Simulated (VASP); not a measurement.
Wanted: the native input for a VASP 6.6.1 run.

- Task: single point
- Functional: r2SCAN
- Potentials or basis: VASP PAW PBE potentials, release 64 (Mn_pv, O)
- Cutoff: 520 eV
- k mesh: 6 × 6 × 4
- Occupations: gaussian, width 0.05 eV
- Spin: collinear spin, ferromagnetic start
- Starting moments: [5.0, 5.0, 0.0, 0.0] μB
- Hubbard terms: Mn d U = 4.0 eV
- Dipole correction: no
- Further INCAR settings: ALGO = Normal; EDIFF = 1e-06; NBANDS = 31

Crystal: MnO.

```
Mn O
1.0
     3.37170    0.00000    0.00000
    -1.68585    2.91998    0.00000
     0.00000    0.00000    5.38550
Mn O
2 2
Direct
  0.33333 0.66667 0.01096
  0.66667 0.33333 0.51096
  0.33333 0.66667 0.37547
  0.66667 0.33333 0.87547
```

One way to write it, as run:

POSCAR

```
MnO
1.0
    3.3717001900      0.0000000000      0.0000000000
   -1.6858500900      2.9199780200      0.0000000000
    0.0000000000      0.0000000000      5.3854988200
Mn O
2 2
Direct
    0.3333333333      0.6666666667      0.0109600000
    0.6666666667      0.3333333333      0.5109600000
    0.3333333333      0.6666666667      0.3754700000
    0.6666666667      0.3333333333      0.8754700000
```

INCAR.step1

```
ALGO = Normal ; EDIFF = 1E-4
ENCUT = 520 ; GGA = PE
ISMEAR = 0 ; ISPIN = 2
LASPH = True ; LCHARG = False
LDAU = True ; LDAUJ = 0 0
LDAUL = 2 -1 ; LDAUTYPE = 2
LDAUU = 4 0 ; LMAXMIX = 4
LREAL = False ; LWAVE = True
MAGMOM = 5 5 0 0 ; NBANDS = 31
NELM = 150 ; PREC = Accurate
SIGMA = 0.05
```

INCAR.step2

```
ALGO = Normal ; EDIFF = 1E-6
ENCUT = 520 ; ISIF = 2
ISMEAR = 0 ; ISPIN = 2
ISTART = 1 ; LASPH = True
LCHARG = True ; LDAU = True
LDAUJ = 0 0 ; LDAUL = 2 -1
LDAUPRINT = 1 ; LDAUTYPE = 2
LDAUU = 4 0 ; LELF = True
LMAXMIX = 4 ; LMIXTAU = True
LORBIT = 11 ; LREAL = False
LVHAR = True ; LWAVE = False
MAGMOM = 5 5 0 0 ; METAGGA = R2SCAN
NBANDS = 31 ; NELM = 150
PREC = Accurate ; SIGMA = 0.05
```

KPOINTS

```
k-points
0
Gamma
  6 6 4
```

Potentials or basis: VASP PAW PBE potentials, release 64 (Mn_pv, O).

Launch:

```console
$ cat potpaw_PBE.64/Mn_pv/POTCAR potpaw_PBE.64/O/POTCAR > POTCAR
$ cp INCAR.step1 INCAR
$ mpirun -np 1 vasp_std > vasp.out
$ cp INCAR.step2 INCAR
$ mpirun -np 1 vasp_std > vasp.out
```

Results of the run:

- Pressure: 8.5 GPa
- Largest force: 0.962 eV/Å
- Band gap on the k mesh: 0.21 eV
- Net moment: 10.00 μB per cell
- Site moments: Mn +4.63; O +0.11 μB
- Valence electrons inside the program's atomic spheres: Mn 11.43; O 5.07

Caveat: the stress differs along the axes, from 5 to 15 GPa; semilocal functionals underestimate gaps, and a narrow one can read as zero; the PAW data sets were made with another functional, which shifts forces and pressure a little; the run started ferromagnetic, and an antiferromagnetic order may lie lower in energy.

Wall time 3.3 min on 1 thread of Intel(R) Xeon(R) Platinum 8375C CPU @ 2.90GHz (Ice Lake) (shared host), peak memory 0.23 GiB.
